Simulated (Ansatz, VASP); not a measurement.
## One calculation of MgO, two programs

The input INCAR:

```
SYSTEM = MgO
ALGO = Normal
EDIFF = 1E-6
ENCUT = 600
GGA_COMPAT = .FALSE.
ISIF = 2
ISMEAR = 0
LASPH = .TRUE.
LCHARG = .FALSE.
LREAL = .FALSE.
LWAVE = .FALSE.
NBANDS = 11
NELM = 120
PREC = Accurate
SIGMA = 0.01
```

Contents of KPOINTS:

```
k-points
0
G
  8 8 8
  0 0 0
```

The input POSCAR:

```
MgO
1.0
    0.0000000000      2.1061000000      2.1061000000
    2.1061000000      0.0000000000      2.1061000000
    2.1061000000      2.1061000000      0.0000000000
Mg O
1 1
Direct
    0.0000000000      0.0000000000      0.0000000000
    0.5000000000      0.5000000000      0.5000000000
```

Input for Ansatz:

```yaml
crystal:
  lattice:
    - [0.0, 2.1061, 2.1061]
    - [2.1061, 0.0, 2.1061]
    - [2.1061, 2.1061, 0.0]
  atoms:
    - { symbol: Mg, position: [0.0, 0.0, 0.0] }
    - { symbol: O, position: [0.5, 0.5, 0.5] }
hamiltonian:
  xc: lda
  pseudopotentials: { kind: paw }
basis:
  ecutwfc: 420
kpoints:
  mp_grid: { grid: [8, 8, 8] }
scf:
  occupations: { method: fixed }
  lower_state_search: "off"
  max_iter: 60
output:
  forces: true
  stress: true
```

Alike in both runs: task single point; functional LDA; k mesh 8 × 8 × 8; no spin polarisation.

```csv
,VASP,Ansatz
version,VASP 6.6.1,Ansatz 0.2.0
potentials or method,"VASP PAW LDA potentials, release 64 (Mg, O), cutoff 600 eV","PAW, plane waves, scalar-relativistic"
occupations,"gaussian, width 0.01 eV",fixed
valence electrons in the cell,8,16
```

Ansatz gave:

| Property | Result |
| --- | --- |
| pressure (GPa) | -6.1 |

Which values does VASP return?

Pressure (GPa): -8.0.

LDA's correlation is that of Perdew and Zunger in VASP and of Perdew and Wang (1992) in Ansatz. VASP's potentials hold 8 valence electrons a cell and Ansatz's 16, so a difference there can come from the potentials and not from the codes.
